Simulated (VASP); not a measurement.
Input of a VASP 6.6.1 run:

The input INCAR:

```
PREC = Accurate
ENCUT = 520
EDIFF = 1E-6
ISMEAR = -1
SIGMA = 0.1
LREAL = False
LASPH = True
NELM = 80
ALGO = Normal
ISIF = 2
LWAVE = False
LCHARG = False
GGA = B5
ALDAX = 1.0
AGGAX = 1.0
AGGAC = 1.0
ALDAC = 0.0
NBANDS = 12
```

The input KPOINTS:

```
Automatic mesh
0
Gamma
  14 14 14
```

File POSCAR:

```
V
1.0
    2.5408070163      0.0000000000      0.0000000000
    0.0000000000      2.5408070163      0.0000000000
    0.0000000000      0.0000000000      2.5408070163
V
1
Direct
    0.0000000000      0.0000000000      0.0000000000
```

Potentials or basis: VASP PAW PBE potentials, release 64 (V_sv).

Run with:

```bash
$ cat potpaw_PBE.64/V_sv/POTCAR > POTCAR
$ mpirun -np 1 vasp_std > vasp.out
```

Q: Predict the pressure.

A: -7.4 GPa.

Caveat: the PAW data sets were made with another functional, which shifts forces and pressure a little.
